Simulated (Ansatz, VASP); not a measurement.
## Two plane-wave programs on P

```
P
1.0
     0.00000    2.74015    2.74015
     2.74015    0.00000    2.74015
     2.74015    2.74015    0.00000
P
2
Direct
  0.00000 0.00000 0.00000
  0.25000 0.25000 0.25000
```

Alike in both runs: functional PBE; k mesh 11 × 11 × 11; occupations fermi-dirac, width 0.08 eV; no spin polarisation.

Ansatz relaxed the structure, and its values are those at the end. VASP's run is a single point on that final structure, the one shown.

```csv
,VASP,Ansatz
version,VASP 6.6.1,Ansatz 0.2.0
potentials or method,"VASP PAW PBE potentials, release 64 (P)","PAW with Ansatz's default frozen-core files, scalar-relativistic"
plane-wave cutoff (eV),520,420
valence electrons in the cell,10,10
```

```csv
,VASP,Ansatz,Ansatz less VASP
pressure (GPa),-0.1,0.0,+0.12
```

With one functional, cell and mesh, what is left measures potentials, basis and numerics.
